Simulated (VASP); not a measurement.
# TiO2 (P4_2/mnm) in VASP: settings compared

TiO2 is run at these levels: PBE, r2SCAN; tasks: electric field gradients.

Everything below comes from runs of VASP 6.6.1. Logs are shortened: lines on timing, memory, paths and dates and some standing lists are left out, and cuts for length are marked.

## 1. The cell of the first run

Symmetry: P4_2/mnm, No. 136, tetragonal system. Conventional cell: a = 4.600 Å, b = 4.600 Å, c = 2.959 Å, α = 90.00°, β = 90.00°, γ = 90.00°. Ti (site symmetry mmm) has 6 O at 1.95 to 1.98 Å within 2.6 Å. O (site symmetry m2m) has 3 Ti at 1.95 to 1.98 Å and 1 O at 2.55 Å within 2.6 Å.

## 2. Electric field gradients, PBE

INCAR reads:

```
SYSTEM = TiO2
PREC = Accurate
ENCUT = 520
EDIFF = 1E-8
ISMEAR = -1
SIGMA = 0.01
LREAL = .False.
LASPH = .True.
NELM = 60
ALGO = Normal
ISIF = 2
LWAVE = .False.
LCHARG = .False.
GGA = PE
LEFG = .True.
NBANDS = 33
```

KPOINTS reads:

```
Automatic mesh
0
Gamma
  7 7 11
  0 0 0
```

POSCAR reads:

```
TiO2
1.0
    4.5998373239      0.0000000000      0.0000000000
    0.0000000000      4.5998373239      0.0000000000
    0.0000000000      0.0000000000      2.9592135600
Ti O
2 4
Direct
    0.5000000000      0.5000000000      0.0000000000
    0.0000000000      0.0000000000      0.5000000000
    0.6956786800      0.6956786800      0.5000000000
    0.8043213200      0.1956786800      0.0000000000
    0.1956786800      0.8043213200      0.0000000000
    0.3043213200      0.3043213200      0.5000000000
```

Potentials or basis: VASP PAW PBE potentials, release 64 (Ti_sv, O).

Launch:

```sh
cat potpaw_PBE.64/Ti_sv/POTCAR potpaw_PBE.64/O/POTCAR > POTCAR
mpirun -np 1 vasp_std > vasp.out
```

OUTCAR:

```text
SYSTEM = TiO2
   PREC = Accurate
   ENCUT = 520
   EDIFF = 1E-8
   ISMEAR = -1
   LREAL = .False.
   LASPH = .True.
   NELM = 60
   ISIF = 2
   GGA = PE

 ion  position               nearest neighbor table
   1  0.500  0.500  0.000-   3 1.95   6 1.95   3 1.95   6 1.95   5 1.98   4 1.98
   2  0.000  0.000  0.500-   4 1.95   5 1.95   4 1.95   5 1.95   3 1.98   6 1.98
   3  0.696  0.696  0.500-   1 1.95   1 1.95   2 1.98
   4  0.804  0.196  0.000-   2 1.95   2 1.95   1 1.98
   5  0.196  0.804  0.000-   2 1.95   2 1.95   1 1.98
   6  0.304  0.304  0.500-   1 1.95   1 1.95   2 1.98

  LATTYP: Found a simple tetragonal cell.
 ALAT       =     4.5998373239
 C/A-ratio  =     0.6433300466

  Lattice vectors:

 A1 = (   4.5998373239,   0.0000000000,   0.0000000000)
 A2 = (   0.0000000000,   4.5998373239,   0.0000000000)
 A3 = (   0.0000000000,   0.0000000000,   2.9592135600)

Analysis of symmetry for initial positions (statically):
=====================================================================
 Subroutine PRICEL returns:
 Original cell was already a primitive cell.

 Routine SETGRP: Setting up the symmetry group for a
 simple tetragonal supercell.

 Subroutine GETGRP returns: Found 16 space group operations
 (whereof  8 operations were pure point group operations)
 out of a pool of 16 trial point group operations.

The static configuration has the point symmetry D_2h.
 The point group associated with its full space group is D_4h.

Analysis of symmetry for dynamics (positions and initial velocities):
=====================================================================
 Subroutine PRICEL returns:
 Original cell was already a primitive cell.

 Routine SETGRP: Setting up the symmetry group for a
 simple tetragonal supercell.

 Subroutine GETGRP returns: Found 16 space group operations
 (whereof  8 operations were pure point group operations)
 out of a pool of 16 trial point group operations.

The dynamic configuration has the point symmetry D_2h.
 The point group associated with its full space group is D_4h.

 Subroutine INISYM returns: Found 16 space group operations
 (whereof  8 operations are pure point group operations),
 and found     1 'primitive' translations

[... 149 lines left out ...]

 E-fermi :   5.1875     XC(G=0): -11.3977

 val. band max:        4.8285815145   @ k =   0.0000   0.0000   0.0000
 cond. band min:       6.6671751199   @ k =   0.0000   0.0000   0.0000
 fundamental gap:      1.8385936054
 Fermi energy:         5.1874868570

 k-point     1 :       0.0000    0.0000    0.0000
  band No.  band energies     occupation
      1     -52.1128      2.00000
      2     -52.0960      2.00000
      3     -28.4174      2.00000
      4     -28.4174      2.00000
      5     -28.2546      2.00000
      6     -28.2546      2.00000
[... 853 lines left out ...]
     32      10.2489      0.00000
     33      11.0508      0.00000

 [... further k-points ...]
[... 5 lines left out ...]
  --------------------------------------------------------------------------------------
  -------------------------------------------------------------------------------------
  Total        1.9964343      1.9964343      1.7919962      0.0000000      0.0000000      0.0000000
  in kB       51.0862893     51.0862893     45.8549690      0.0000000      0.0000000      0.0000000
  external PRESSURE =      49.3425159 kB  Pullay stress =       0.0000000 kB

 VOLUME and BASIS-vectors are now :
 -----------------------------------------------------------------------------
  energy-cutoff  :      520.00
  volume of cell :       62.61
      direct lattice vectors                 reciprocal lattice vectors
     4.599837324  0.000000000  0.000000000     0.217398993  0.000000000  0.000000000
     0.000000000  4.599837324  0.000000000     0.000000000  0.217398993  0.000000000
     0.000000000  0.000000000  2.959213560     0.000000000  0.000000000  0.337927622

 POSITION                                       TOTAL-FORCE (eV/Angst)
 -----------------------------------------------------------------------------------
      2.29992      2.29992      0.00000        -0.000000     -0.000000     -0.000000
      0.00000      0.00000      1.47961        -0.000000     -0.000000     -0.000000
      3.20001      3.20001      1.47961         0.014815      0.014815      0.000000
      3.69975      0.90009      0.00000        -0.014815      0.014815      0.000000
      0.90009      3.69975      0.00000         0.014815     -0.014815     -0.000000
      1.39983      1.39983      1.47961        -0.014815     -0.014815     -0.000000
 -----------------------------------------------------------------------------------
    total drift:                                0.000000      0.000000      0.000000

  FREE ENERGIE OF THE ION-ELECTRON SYSTEM (eV)
  ---------------------------------------------------
  free  energy   TOTEN  =       -53.6523386614 eV

  energy  without entropy=      -53.6523386614  energy(sigma->0) =      -53.65233866

 Electric field gradients (V/A^2)
---------------------------------------------------------------------
 ion       V_xx      V_yy      V_zz      V_xy      V_xz      V_yz
---------------------------------------------------------------------
   1       9.919     9.919   -19.838    -2.160     0.000    -0.000
   2       9.919     9.919   -19.838     2.160     0.000    -0.000
   3       0.373     0.373    -0.746    22.618    -0.000     0.000
   4       0.373     0.373    -0.746   -22.618     0.000    -0.000
   5       0.373     0.373    -0.746   -22.618    -0.000    -0.000
   6       0.373     0.373    -0.746    22.618    -0.000    -0.000
---------------------------------------------------------------------

 Electric field gradients after diagonalization (V/A^2)
 (convention: |V_zz| > |V_xx| > |V_yy|)
----------------------------------------------------------------------
 ion       V_xx      V_yy      V_zz     asymmetry (V_yy - V_xx)/ V_zz
----------------------------------------------------------------------
   1      12.079     7.759   -19.838       0.218
   2      12.079     7.759   -19.838       0.218
   3     -22.245    -0.746    22.991       0.935
   4     -22.245    -0.746    22.991       0.935
   5     -22.245    -0.746    22.991       0.935
   6     -22.245    -0.746    22.991       0.935
----------------------------------------------------------------------

           NMR quadrupolar parameters

 Cq : quadrupolar parameter    Cq=e*Q*V_zz/h
 eta: asymmetry parameters     (V_yy - V_xx)/ V_zz
 Q  : nuclear electric quadrupole moment in mb (millibarn)
----------------------------------------------------------------------
 ion       Cq(MHz)       eta       Q (mb)
----------------------------------------------------------------------
   1      -0.048       0.218       1.000
   2      -0.048       0.218       1.000
   3       0.056       0.935       1.000
   4       0.056       0.935       1.000
   5       0.056       0.935       1.000
   6       0.056       0.935       1.000
----------------------------------------------------------------------
```

OSZICAR:

```text
N       E                     dE             d eps       ncg     rms          rms(c)
DAV:   1     0.665813188819E+03    0.66581E+03   -0.24503E+04  3960   0.174E+03
DAV:   2     0.307057003046E+02   -0.63511E+03   -0.58828E+03  4341   0.522E+02
DAV:   3    -0.651290308123E+02   -0.95835E+02   -0.93995E+02  5380   0.191E+02
[... 11 lines left out ...]
DAV:  15    -0.536523374463E+02    0.39620E-04   -0.12037E-04  5402   0.103E-01    0.344E-03
DAV:  16    -0.536523389825E+02   -0.15362E-05   -0.97643E-06  4634   0.254E-02    0.682E-03
DAV:  17    -0.536523387092E+02    0.27327E-06   -0.15623E-06  5363   0.149E-02    0.127E-03
DAV:  18    -0.536523386685E+02    0.40674E-07   -0.16975E-07  5280   0.304E-03    0.493E-04
DAV:  19    -0.536523386614E+02    0.71568E-08   -0.73294E-09  2663   0.736E-04
   1 F= -.53652339E+02 E0= -.53652339E+02  d E =-.305208E-18
```

stdout:

```text
POSCAR found type information on POSCAR TiO
 POSCAR found :  2 types and       6 ions
 scaLAPACK will be used
 LDA part: xc-table for (Slater+PW92), standard interpolation
 POSCAR, INCAR and KPOINTS ok, starting setup
 FFT: planning ... GRIDC
 FFT: planning ... GRID_SOFT
 FFT: planning ... GRID
 WAVECAR not read
 entering main loop
ion   1

ion   2

ion   3

ion   4

ion   5

ion   6
```

It took 2.6 min on 1 thread of AMD EPYC 7R43 (Zen 3), shared host; peak memory 0.2 GiB.

What came out:

```yaml
Free_energy: -53.6523 eV
Pressure: 4.9 GPa
Largest_force: 0.021 eV/Å
Band_gap_on_the_k_mesh: 1.84 eV, direct
```

Forces in eV/Å, atoms in the order of the input:
```
Ti   0.000  0.000  0.000
Ti   0.000  0.000  0.000
O    0.015  0.015  0.000
O   -0.015  0.015  0.000
O    0.015 -0.015  0.000
O   -0.015 -0.015  0.000
```

Stress tensor (GPa, compression positive):
```
5.11 0.00 0.00
0.00 5.11 0.00
0.00 0.00 4.59
```

Electric field gradients, principal values (V/Å²):
```
atom   least   middle  greatest (by size)
1 Ti   7.759   12.079             -19.838
2 Ti   7.759   12.079             -19.838
 3 O  -0.746  -22.245              22.991
 4 O  -0.746  -22.245              22.991
 5 O  -0.746  -22.245              22.991
 6 O  -0.746  -22.245              22.991
```

Caveat: without QUAD_EFG the Cq values of the log hold for a quadrupole moment of 1 mb, not for the nuclei. A k mesh can miss the band edges.

## 3. Electric field gradients, r2SCAN

POSCAR is that of step 2.

INCAR.step1 reads:

```
SYSTEM = TiO2
PREC     = Accurate       ! precision mode
ENCUT    = 520            ! plane-wave cutoff, eV
ISMEAR   = -1             ! smearing method
SIGMA    = 0.01           ! smearing width, eV
LREAL    = .FALSE.        ! projectors in reciprocal space
LASPH    = .TRUE.         ! aspherical terms in the spheres
NELM     = 100            ! most SCF steps
NBANDS   = 33             ! bands
GGA      = PE             ! functional
ALGO     = Normal         ! electronic algorithm
EDIFF    = 1E-4           ! SCF threshold, eV
LWAVE    = .TRUE.         ! write WAVECAR
LCHARG   = .FALSE.        ! write CHGCAR
```

INCAR.step2 reads:

```
SYSTEM = TiO2
PREC     = Accurate       ! precision mode
ENCUT    = 520            ! plane-wave cutoff, eV
EDIFF    = 1E-8           ! SCF threshold, eV
ISMEAR   = -1             ! smearing method
SIGMA    = 0.01           ! smearing width, eV
LREAL    = .FALSE.        ! projectors in reciprocal space
LASPH    = .TRUE.         ! aspherical terms in the spheres
NELM     = 100            ! most SCF steps
ALGO     = Normal         ! electronic algorithm
ISIF     = 2              ! what is computed and relaxed
LWAVE    = .FALSE.        ! write WAVECAR
LCHARG   = .FALSE.        ! write CHGCAR
METAGGA  = R2SCAN         ! meta-GGA
LMIXTAU  = .TRUE.       
LEFG     = .TRUE.       
NBANDS   = 33             ! bands
ISTART   = 1
```

KPOINTS reads:

```
regular mesh
0
G
  7 7 11
  0 0 0
```

Potentials or basis: VASP PAW PBE potentials, release 64 (Ti_sv, O).

Launch:

```sh
cat potpaw_PBE.64/Ti_sv/POTCAR potpaw_PBE.64/O/POTCAR > POTCAR
cp INCAR.step1 INCAR
mpirun -np 1 vasp_std > vasp.out
cp INCAR.step2 INCAR
mpirun -np 1 vasp_std > vasp.out
```

OUTCAR:

```text
SYSTEM = TiO2
   PREC = Accurate
   ENCUT = 520
   EDIFF = 1E-8
   ISMEAR = -1
   LREAL = .FALSE.
   LASPH = .TRUE.
   NELM = 100
   ISIF = 2
   METAGGA = R2SCAN
   ISTART = 1

 ion  position               nearest neighbor table
   1  0.500  0.500  0.000-   3 1.95   6 1.95   3 1.95   6 1.95   5 1.98   4 1.98
   2  0.000  0.000  0.500-   4 1.95   5 1.95   4 1.95   5 1.95   3 1.98   6 1.98
   3  0.696  0.696  0.500-   1 1.95   1 1.95   2 1.98
   4  0.804  0.196  0.000-   2 1.95   2 1.95   1 1.98
   5  0.196  0.804  0.000-   2 1.95   2 1.95   1 1.98
   6  0.304  0.304  0.500-   1 1.95   1 1.95   2 1.98

  LATTYP: Found a simple tetragonal cell.
 ALAT       =     4.5998373239
[... 1107 lines left out ...]
   3      -0.712    -0.712     1.423    25.074    -0.000    -0.000
   4      -0.712    -0.712     1.423   -25.074     0.000    -0.000
   5      -0.712    -0.712     1.423   -25.074    -0.000     0.000
   6      -0.712    -0.712     1.423    25.074    -0.000    -0.000
---------------------------------------------------------------------

 Electric field gradients after diagonalization (V/A^2)
 (convention: |V_zz| > |V_xx| > |V_yy|)
----------------------------------------------------------------------
 ion       V_xx      V_yy      V_zz     asymmetry (V_yy - V_xx)/ V_zz
----------------------------------------------------------------------
   1      12.846     8.238   -21.085       0.219
   2      12.846     8.238   -21.085       0.219
   3      24.362     1.423   -25.785       0.890
   4      24.362     1.423   -25.785       0.890
   5      24.362     1.423   -25.785       0.890
   6      24.362     1.423   -25.785       0.890
----------------------------------------------------------------------

           NMR quadrupolar parameters

 Cq : quadrupolar parameter    Cq=e*Q*V_zz/h
 eta: asymmetry parameters     (V_yy - V_xx)/ V_zz
 Q  : nuclear electric quadrupole moment in mb (millibarn)
----------------------------------------------------------------------
 ion       Cq(MHz)       eta       Q (mb)
----------------------------------------------------------------------
   1      -0.051       0.219       1.000
   2      -0.051       0.219       1.000
   3      -0.062       0.890       1.000
   4      -0.062       0.890       1.000
   5      -0.062       0.890       1.000
   6      -0.062       0.890       1.000
----------------------------------------------------------------------
```

OUTCAR.step1:

```text
SYSTEM = TiO2
   PREC = Accurate
   ENCUT = 520
   ISMEAR = -1
   LREAL = .FALSE.
   LASPH = .TRUE.
   NELM = 100
[... 1102 lines left out ...]
      3.69975      0.90009      0.00000        -0.015133      0.015133      0.000000
      0.90009      3.69975      0.00000         0.015133     -0.015133     -0.000000
      1.39983      1.39983      1.47961        -0.015133     -0.015133     -0.000000
 -----------------------------------------------------------------------------------
    total drift:                                0.000000      0.000000      0.000000

  FREE ENERGIE OF THE ION-ELECTRON SYSTEM (eV)
  ---------------------------------------------------
  free  energy   TOTEN  =       -53.6523772510 eV

  energy  without entropy=      -53.6523772510  energy(sigma->0) =      -53.65237725
```

OSZICAR.step1:

```text
N       E                     dE             d eps       ncg     rms          rms(c)
DAV:   1     0.665813188819E+03    0.66581E+03   -0.24503E+04  3960   0.174E+03
DAV:   2     0.307057003046E+02   -0.63511E+03   -0.58828E+03  4341   0.522E+02
DAV:   3    -0.651290308123E+02   -0.95835E+02   -0.93995E+02  5380   0.191E+02
DAV:   4    -0.709204245801E+02   -0.57914E+01   -0.57794E+01  5782   0.447E+01
DAV:   5    -0.711629934463E+02   -0.24257E+00   -0.24254E+00  5185   0.719E+00    0.313E+01
DAV:   6    -0.539879450254E+02    0.17175E+02   -0.75428E+01  5238   0.885E+01    0.111E+01
DAV:   7    -0.539361883265E+02    0.51757E-01   -0.13467E+01  4961   0.329E+01    0.919E+00
DAV:   8    -0.538289398925E+02    0.10725E+00   -0.45947E-01  4971   0.499E+00    0.754E+00
DAV:   9    -0.538441536001E+02   -0.15214E-01   -0.14917E+00  5082   0.143E+01    0.390E+00
DAV:  10    -0.536607992891E+02    0.18335E+00   -0.78481E-01  4937   0.874E+00    0.854E-01
DAV:  11    -0.536539405368E+02    0.68588E-02   -0.34479E-02  4724   0.148E+00    0.491E-01
DAV:  12    -0.536530402221E+02    0.90031E-03   -0.77995E-03  4574   0.816E-01    0.215E-01
DAV:  13    -0.536523781219E+02    0.66210E-03   -0.14080E-03  5266   0.344E-01    0.632E-02
DAV:  14    -0.536523772510E+02    0.87098E-06   -0.90763E-05  2528   0.785E-02
   1 F= -.53652377E+02 E0= -.53652377E+02  d E =0.000000E+00
```

It took 11 min on 1 thread of AMD EPYC 7R43 (Zen 3), shared host; peak memory 0.21 GiB.

Results:

* Free energy: -69.7957 eV
* Pressure: 0.3 GPa
* Largest force: 0.024 eV/Å
* Band gap on the k mesh: 2.21 eV, direct

Forces on the atoms (eV/Å):
```
Ti   0.000  0.000  0.000
Ti   0.000  0.000  0.000
O   -0.017 -0.017  0.000
O    0.017 -0.017  0.000
O   -0.017  0.017  0.000
O    0.017  0.017  0.000
```

Stress tensor (GPa, compression positive):
```
0.24 0.00 0.00
0.00 0.24 0.00
0.00 0.00 0.36
```

Electric field gradients, principal values (V/Å²):
```tsv
atom	least	middle	greatest (by size)
1 Ti	8.238	12.846	-21.085
2 Ti	8.238	12.846	-21.085
3 O	1.423	24.362	-25.785
4 O	1.423	24.362	-25.785
5 O	1.423	24.362	-25.785
6 O	1.423	24.362	-25.785
```

Caveat: without QUAD_EFG the Cq values of the log hold for a quadrupole moment of 1 mb, not for the nuclei; the PAW data sets were made with another functional, which shifts forces and pressure a little. r2SCAN opens gaps a little over a GGA but as a rule still falls short of measured ones.

(Part 1 of 2 ends here.)
